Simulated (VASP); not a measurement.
# WS2 in VASP: a series of runs

The runs below take WS2 through single point, with r2SCAN.

All numbers are computed with VASP 6.6.1; they aren't measurements. Logs are shortened: lines on timing, memory, paths and dates and some standing lists are left out, and cuts for length are marked.

## (1) The cell of the first run

The cell holds a slab with vacuum, 6 atoms: a = 3.271 Å, b = 3.271 Å, c = 22.407 Å, α = 90.00°, β = 90.00°, γ = 120.00°.

## (2) Single point, r2SCAN

Contents of POSCAR:

```
WS2
1.0
    3.2710757541      0.0000000000      0.0000000000
   -1.6355378771      2.8328347008      0.0000000000
    0.0000000000      0.0000000000     22.4073051758
W S
2 4
Direct
    0.3333333333      0.6666666667      0.6379434935
    0.6666666667      0.3333333333      0.3620565065
    0.3333333333      0.6666666667      0.2962425097
    0.6666666667      0.3333333333      0.5721038223
    0.3333333333      0.6666666667      0.4278961777
    0.6666666667      0.3333333333      0.7037574903
```

Contents of INCAR.step1:

```
SYSTEM = WS2
ALGO     = Normal         ! electronic algorithm
EDIFF    = 1E-4           ! SCF threshold, eV
ENCUT    = 520            ! plane-wave cutoff, eV
GGA      = PE             ! functional
ISMEAR   = 0              ! smearing method
LASPH    = .True.         ! aspherical terms in the spheres
LCHARG   = .False.        ! write CHGCAR
LREAL    = .False.        ! projectors in reciprocal space
LWAVE    = .True.         ! write WAVECAR
NBANDS   = 35             ! bands
NELM     = 80             ! most SCF steps
PREC     = Accurate       ! precision mode
SIGMA    = 0.05           ! smearing width, eV
```

Contents of INCAR.step2:

```
SYSTEM = WS2
ALGO     = Normal         ! electronic algorithm
EDIFF    = 1E-6           ! SCF threshold, eV
ENCUT    = 520            ! plane-wave cutoff, eV
ISIF     = 2              ! what is computed and relaxed
ISMEAR   = 0              ! smearing method
ISTART   = 1            
LASPH    = .True.         ! aspherical terms in the spheres
LCHARG   = .True.         ! write CHGCAR
LELF     = .True.         ! ELF
LMIXTAU  = .True.       
LREAL    = .False.        ! projectors in reciprocal space
LVHAR    = .True.       
LWAVE    = .False.        ! write WAVECAR
METAGGA  = R2SCAN         ! meta-GGA
NBANDS   = 35             ! bands
NELM     = 80             ! most SCF steps
PREC     = Accurate       ! precision mode
SIGMA    = 0.05           ! smearing width, eV
```

Contents of KPOINTS:

```
k-points
0
Gamma
  12 12 2
  0 0 0
```

Potentials or basis: VASP PAW PBE potentials, release 64 (W_sv, S).

The run is started by

```console
> cat potpaw_PBE.64/W_sv/POTCAR potpaw_PBE.64/S/POTCAR > POTCAR
> cp INCAR.step1 INCAR
> mpirun -np 1 vasp_std > vasp.out
> cp INCAR.step2 INCAR
> mpirun -np 1 vasp_std > vasp.out
```

OUTCAR:

```text
SYSTEM = WS2
   EDIFF = 1E-6
   ENCUT = 520
   ISIF = 2
   ISMEAR = 0
   ISTART = 1
   LASPH = .True.
   LREAL = .False.
   METAGGA = R2SCAN
   NELM = 80
   PREC = Accurate

 ion  position               nearest neighbor table
   1  0.333  0.667  0.638-   6 2.40   6 2.40   6 2.40   4 2.40   4 2.40   4 2.40
   2  0.667  0.333  0.362-   3 2.40   3 2.40   3 2.40   5 2.40   5 2.40   5 2.40
   3  0.333  0.667  0.296-   2 2.40   2 2.40   2 2.40
   4  0.667  0.333  0.572-   1 2.40   1 2.40   1 2.40
   5  0.333  0.667  0.428-   2 2.40   2 2.40   2 2.40
   6  0.667  0.333  0.704-   1 2.40   1 2.40   1 2.40

  LATTYP: Found a hexagonal cell.
 ALAT       =     3.2710757541
 C/A-ratio  =     6.8501333690

  Lattice vectors:

 A1 = (   3.2710757541,   0.0000000000,   0.0000000000)
 A2 = (  -1.6355378771,   2.8328347008,   0.0000000000)
 A3 = (   0.0000000000,   0.0000000000,  22.4073051758)

Analysis of symmetry for initial positions (statically):
=====================================================================
 Subroutine PRICEL returns:
 Original cell was already a primitive cell.

 Routine SETGRP: Setting up the symmetry group for a
 hexagonal supercell.

 Subroutine GETGRP returns: Found 12 space group operations
 (whereof 12 operations were pure point group operations)
 out of a pool of 24 trial point group operations.

The static configuration has the point symmetry D_3d.

Analysis of symmetry for dynamics (positions and initial velocities):
=====================================================================
 Subroutine PRICEL returns:
 Original cell was already a primitive cell.

 Routine SETGRP: Setting up the symmetry group for a
 hexagonal supercell.

 Subroutine GETGRP returns: Found 12 space group operations
 (whereof 12 operations were pure point group operations)
 out of a pool of 24 trial point group operations.

The dynamic configuration has the point symmetry D_3d.

 Subroutine INISYM returns: Found 12 space group operations
 (whereof 12 operations are pure point group operations),
 and found     1 'primitive' translations

----------------------------------------------------------------------------------------

                                     Primitive cell

  volume of cell :     207.6354

  direct lattice vectors                    reciprocal lattice vectors
     3.271075754  0.000000000  0.000000000     0.305709826  0.176501650  0.000000000
    -1.635537877  2.832834701  0.000000000     0.000000000  0.353003301  0.000000000
     0.000000000  0.000000000 22.407305176     0.000000000  0.000000000  0.044628303

  length of vectors
     3.271075754  3.271075754 22.407305176     0.353003301  0.353003301  0.044628303

  position of ions in fractional coordinates (direct lattice)
     0.333333333  0.666666667  0.637943494
     0.666666667  0.333333333  0.362056506
     0.333333333  0.666666667  0.296242510
     0.666666667  0.333333333  0.572103822
     0.333333333  0.666666667  0.427896178
     0.666666667  0.333333333  0.703757490

  ion indices of the primitive-cell ions
   primitive index   ion index
                 1           1
                 2           2
                 3           3
                 4           4
                 5           5
                 6           6

----------------------------------------------------------------------------------------

 KPOINTS: k-points

Automatic generation of k-mesh.
 Grid dimensions read from file:
 generate k-points for:   12   12    2

 Generating k-lattice:

  Cartesian coordinates                     Fractional coordinates (reciprocal lattice)
     0.025475819  0.014708471  0.000000000     0.083333333 -0.000000000  0.000000000
     0.000000000  0.029416942  0.000000000     0.000000000  0.083333333  0.000000000
     0.000000000  0.000000000  0.022314151     0.000000000  0.000000000  0.500000000

  Length of vectors
     0.029416942  0.029416942  0.022314151

  Shift w.r.t. Gamma in fractional coordinates (k-lattice)
     0.000000000  0.000000000  0.000000000

 Subroutine IBZKPT returns following result:
 ===========================================

 Found     38 irreducible k-points:

 Following reciprocal coordinates:
            Coordinates               Weight
  0.000000  0.000000  0.000000      1.000000
  0.083333  0.000000  0.000000      6.000000
  0.166667 -0.000000  0.000000      6.000000
  0.250000 -0.000000  0.000000      6.000000
  0.333333  0.000000  0.000000      6.000000
  0.416667 -0.000000  0.000000      6.000000
[... 16 lines left out ...]
  0.250000 -0.000000  0.500000      6.000000
  0.333333  0.000000  0.500000      6.000000
 [... further k-points ...]
   k-points           NKPTS =     38   k-points in BZ     NKDIM =     38   number of bands    NBANDS=     35
   number of dos      NEDOS =    301   number of ions     NIONS =      6
   total plane-waves  NPLWV =  96768
   dimension x,y,z NGX =    24 NGY =   24 NGZ =  168
   dimension x,y,z NGXF=    48 NGYF=   48 NGZF=  336
   ions per type =               2   4
   NGX,Y,Z   is equivalent  to a cutoff of  12.20, 12.20, 12.46 a.u.
   NGXF,Y,Z  is equivalent  to a cutoff of  24.40, 24.40, 24.93 a.u.
 SYSTEM =  WS2
   PREC   = accura    normal or accurate (medium, high low for compatibility)
   ISTART =      1    job   : 0-new  1-cont  2-samecut
   ICHARG =      0    charge: 1-file 2-atom 10-const
   ISPIN  =      1    spin polarized calculation?
   LNONCOLLINEAR =      F non collinear calculations
   LSORBIT =      F    spin-orbit coupling
   LASPH  =      T    aspherical Exc in radial PAW
   ENCUT  =  520.0 eV  38.22 Ry    6.18 a.u.   6.08  6.08 41.66*2*pi/ulx,y,z
   NELM   =     80;   NELMIN=  2; NELMDL=  0     # of ELM steps
   EDIFF  = 0.1E-05   stopping-criterion for ELM
   LREAL  =      F    real-space projection
   EDIFFG = 0.1E-04   stopping-criterion for IOM
   NSW    =      0    number of steps for IOM
   IBRION =     -1    ionic relax: 0-MD 1-quasi-New 2-CG
   NFREE  =      0    steps in history (QN), initial steepest desc. (CG)
   ISIF   =      2    stress and relaxation
   ISYM   =      2    0-nonsym 1-usesym 2-fastsym
   POTIM  = 0.5000    time-step for ionic-motion
   TEBEG  =    0.0;   TEEND  =   0.0 temperature during run
   PSTRESS=    0.0 pullay stress
   NELECT =      52.0000    total number of electrons
   NUPDOWN=      -1.0000    fix difference up-down
   EMIN   =  10.00;   EMAX   =-10.00  energy-range for DOS
   EFERMI =   0.00;   METHOD = LEGACY
   ISMEAR =     0;   SIGMA  =   0.05  broadening in eV -4-tet -1-fermi 0-gaus
   EFERMI_NEDOS =   21; number of points for ismear=-14 and -15
   IALGO  =     38    algorithm
   IMIX   =      4    mixing-type and parameters
     AMIX     =   0.40;   BMIX     =  1.00
     AMIX_MAG =   1.60;   BMIX_MAG =  1.00
  volume/ion in A,a.u.               =      34.61       233.53
  Fermi-wavevector in a.u.,A,eV,Ry     =   1.031911  1.950029 14.488024  1.064840
  Thomas-Fermi vector in A             =   2.166082
   LORBIT       =      0    0 simple, 1 ext, 2 COOP (PROOUT), +10 PAW based schemes
   METAGGA = R2SCAN    functional components
   LHFCALC =     F    Hartree Fock is set to
   AEXX    =    0.0000 exact exchange contribution
   IVDW    =     0    specifies the selected vdW correction
   LEPSILON=     F    determine dielectric tensor
   LRPA    =     F    only Hartree local field effects (RPA)
 non-spin polarized calculation
 Gauss-broadening in eV      SIGMA  =   0.05
  energy-cutoff  :      520.00
  volume of cell :      207.64
 maximum number of plane-waves:      5658
   NGX = 13   NGY = 13   NGZ = 83

 number of electron      52.0000002 magnetization

 Free energy of the ion-electron system (eV)
  ---------------------------------------------------
  ext. energy  EPLUGINS =         0.00000000
  ---------------------------------------------------
  free energy    TOTEN  =      -139.83411820 eV

  energy without entropy =     -139.83411820  energy(sigma->0) =     -139.83411820

 E-fermi :   1.5572     XC(G=0):  -6.4102

 val. band max:        1.3520181413   @ k =   0.0000   0.0000   0.0000
 cond. band min:       1.8030888188   @ k =   0.3333   0.3333   0.5000
 fundamental gap:      0.4510706775
 Fermi energy:         1.5572352438

 k-point     1 :       0.0000    0.0000    0.0000
  band No.  band energies     occupation
      1     -75.5327      2.00000
      2     -75.5327      2.00000
      3     -39.0759      2.00000
      4     -39.0759      2.00000
      5     -39.0347      2.00000
      6     -39.0347      2.00000
[... 27 lines left out ...]
     34       3.8425      0.00000
     35       5.7139      0.00000

 k-point     2 :       0.0833    0.0000    0.0000
  band No.  band energies     occupation
      1     -75.5319      2.00000
      2     -75.5318      2.00000
      3     -39.0724      2.00000
      4     -39.0724      2.00000
      5     -39.0538      2.00000
      6     -39.0538      2.00000
[... 27 lines left out ...]
     34       3.7336      0.00000
     35       6.1984      0.00000

 k-point     3 :       0.1667   -0.0000    0.0000
  band No.  band energies     occupation
      1     -75.5295      2.00000
      2     -75.5294      2.00000
      3     -39.1056      2.00000
      4     -39.1056      2.00000
      5     -39.0628      2.00000
      6     -39.0628      2.00000
[... 27 lines left out ...]
     34       4.1625      0.00000
     35       6.9302      0.00000

 k-point     4 :       0.2500   -0.0000    0.0000
  band No.  band energies     occupation
      1     -75.5262      2.00000
      2     -75.5261      2.00000
      3     -39.1755      2.00000
      4     -39.1755      2.00000
      5     -39.0675      2.00000
      6     -39.0675      2.00000
[... 27 lines left out ...]
     34       4.7903      0.00000
     35       7.5315      0.00000

 k-point     5 :       0.3333    0.0000    0.0000
  band No.  band energies     occupation
      1     -75.5229      2.00000
      2     -75.5229      2.00000
      3     -39.2447      2.00000
      4     -39.2447      2.00000
      5     -39.0839      2.00000
      6     -39.0839      2.00000
[... 638 lines left out ...]
 k-point    22 :       0.1667   -0.0000    0.5000
  band No.  band energies     occupation
      1     -75.5295      2.00000
      2     -75.5294      2.00000
      3     -39.1056      2.00000
      4     -39.1056      2.00000
      5     -39.0628      2.00000
      6     -39.0628      2.00000
[... 27 lines left out ...]
     34       4.1625      0.00000
     35       6.9403      0.00000

 k-point    23 :       0.2500   -0.0000    0.5000
  band No.  band energies     occupation
      1     -75.5262      2.00000
      2     -75.5262      2.00000
      3     -39.1755      2.00000
      4     -39.1755      2.00000
      5     -39.0675      2.00000
      6     -39.0675      2.00000
[... 27 lines left out ...]
     34       4.7903      0.00000
     35       7.5366      0.00000

 k-point    24 :       0.3333    0.0000    0.5000
  band No.  band energies     occupation
      1     -75.5229      2.00000
      2     -75.5229      2.00000
      3     -39.2447      2.00000
      4     -39.2447      2.00000
      5     -39.0839      2.00000
      6     -39.0838      2.00000
[... 27 lines left out ...]
     34       5.2996      0.00000
     35       7.3945      0.00000

 [... further k-points ...]
[... 5 lines left out ...]
  --------------------------------------------------------------------------------------
  -------------------------------------------------------------------------------------
  Total       -2.9496262     -2.9496262      7.3773463      0.0000000      0.0000000      0.0000000
  in kB      -22.7602015    -22.7602015     56.9258188      0.0000000      0.0000000      0.0000000
  external PRESSURE =       3.8018052 kB  Pullay stress =       0.0000000 kB

 VOLUME and BASIS-vectors are now :
 -----------------------------------------------------------------------------
  energy-cutoff  :      520.00
  volume of cell :      207.64
      direct lattice vectors                 reciprocal lattice vectors
     3.271075754  0.000000000  0.000000000     0.305709826  0.176501650  0.000000000
    -1.635537877  2.832834701  0.000000000     0.000000000  0.353003301  0.000000000
     0.000000000  0.000000000 22.407305176     0.000000000  0.000000000  0.044628303

 POSITION                                       TOTAL-FORCE (eV/Angst)
 -----------------------------------------------------------------------------------
     -0.00000      1.88856     14.29459        -0.000000     -0.000000      0.005278
      1.63554      0.94428      8.11271         0.000000      0.000000     -0.005278
     -0.00000      1.88856      6.63800        -0.000000     -0.000000     -1.230043
      1.63554      0.94428     12.81930         0.000000      0.000000     -1.189511
     -0.00000      1.88856      9.58800        -0.000000      0.000000      1.189511
      1.63554      0.94428     15.76931         0.000000      0.000000      1.230043
 -----------------------------------------------------------------------------------
    total drift:                               -0.000000      0.000000     -0.000000

  FREE ENERGIE OF THE ION-ELECTRON SYSTEM (eV)
  ---------------------------------------------------
  free  energy   TOTEN  =      -139.8341181987 eV

  energy  without entropy=     -139.8341181987  energy(sigma->0) =     -139.83411820
```

It took 29 min on 1 thread of Oxide Virtual Turin-like, shared host; peak memory 0.45 GiB.

Results:

| Quantity | Value |
| --- | --- |
| Free energy | -139.8341 eV |
| Largest force | 1.230 eV/Å |
| Band gap on the k mesh | 0.45 eV (least direct gap 1.43 eV) |

Forces in eV/Å, atoms in the order of the input:
```
W    0.000  0.000  0.005
W    0.000  0.000 -0.005
S    0.000  0.000 -1.230
S    0.000  0.000 -1.190
S    0.000  0.000  1.190
S    0.000  0.000  1.230
```

Levels at points of the mesh, in eV from the valence-band top:
```
           k point  band 24  band 25  band 26  band 27  band 28  band 29
(0.00, 0.00, 0.00)    -2.09    -0.49     0.00     2.02     2.02     2.02
(0.50, 0.00, 0.00)    -2.67    -1.80    -1.70     1.69     1.71     2.13
(0.00, 0.00, 0.50)    -2.09    -0.49     0.00     2.02     2.02     2.02
(0.50, 0.00, 0.50)    -2.67    -1.80    -1.70     1.69     1.71     2.13
```

Caveat: the PAW data sets were made with another functional, which shifts forces and pressure a little; spin-orbit coupling is left out, which moves the levels of the heavy elements.

## (3) Single point, r2SCAN

This run uses another cell than the first one, of the same volume but with other edges.

Changes to POSCAR since step 2:

```diff
@@ -2,5 +2,5 @@
 1.0
-    3.2710757541      0.0000000000      0.0000000000
-   -1.6355378771      2.8328347008      0.0000000000
-    0.0000000000      0.0000000000     22.4073051758
+    3.0819267760      0.0000000000      0.0000000000
+   -1.5409633880      2.6690268806      0.0000000000
+    0.0000000000      0.0000000000     25.2421417328
 W S
```

Contents of INCAR.step1:

```
SYSTEM = WS2
PREC = Accurate
ENCUT = 520
ISMEAR = 0
SIGMA = 0.05
LREAL = .False.
LASPH = .True.
NELM = 60
NBANDS = 35
GGA = PE
ALGO = Normal
EDIFF = 1E-4
LWAVE = .True.
LCHARG = .False.
```

Contents of INCAR.step2:

```
SYSTEM = WS2
PREC = Accurate
ENCUT = 520
EDIFF = 1E-7
ISMEAR = 0
SIGMA = 0.05
LREAL = .False.
LASPH = .True.
NELM = 60
ALGO = Normal
ISIF = 2
LWAVE = .False.
LCHARG = .False.
METAGGA = R2SCAN
LMIXTAU = .True.
NBANDS = 35
ISTART = 1
```

Contents of KPOINTS:

```
Automatic mesh
0
Gamma
  12 12 2
  0 0 0
```

Potentials or basis: VASP PAW PBE potentials, release 64 (W_sv, S).

The run is started by

```console
> cat potpaw_PBE.64/W_sv/POTCAR potpaw_PBE.64/S/POTCAR > POTCAR
> cp INCAR.step1 INCAR
> mpirun -np 1 vasp_std > vasp.out
> cp INCAR.step2 INCAR
> mpirun -np 1 vasp_std > vasp.out
```

It took 45 min on 1 thread of Oxide Virtual Turin-like, shared host; peak memory 0.47 GiB.

It converged, with:

- Free energy: -139.7162 eV
- Largest force: 1.294 eV/Å
- Band gap on the k mesh: 1.62 eV (least direct gap 2.53 eV)

Forces in eV/Å, atoms in the order of the input:
```
W    0.000  0.000 -0.001
W    0.000  0.000  0.001
S    0.000  0.000  1.294
S    0.000  0.000  1.271
S    0.000  0.000 -1.271
S    0.000  0.000 -1.294
```

Levels at points of the mesh, in eV from the valence-band top:
```
           k point  band 24  band 25  band 26  band 27  band 28  band 29
(0.00, 0.00, 0.00)    -1.15    -0.88    -0.47     3.13     3.13     3.15
(0.50, 0.00, 0.00)    -1.15    -0.97    -0.94     3.42     3.53     3.53
(0.00, 0.00, 0.50)    -1.15    -0.88    -0.47     3.13     3.13     3.15
(0.50, 0.00, 0.50)    -1.15    -0.97    -0.94     3.42     3.53     3.53
```

Caveat: the PAW data sets were made with another functional, which shifts forces and pressure a little; spin-orbit coupling is left out, which moves the levels of the heavy elements.
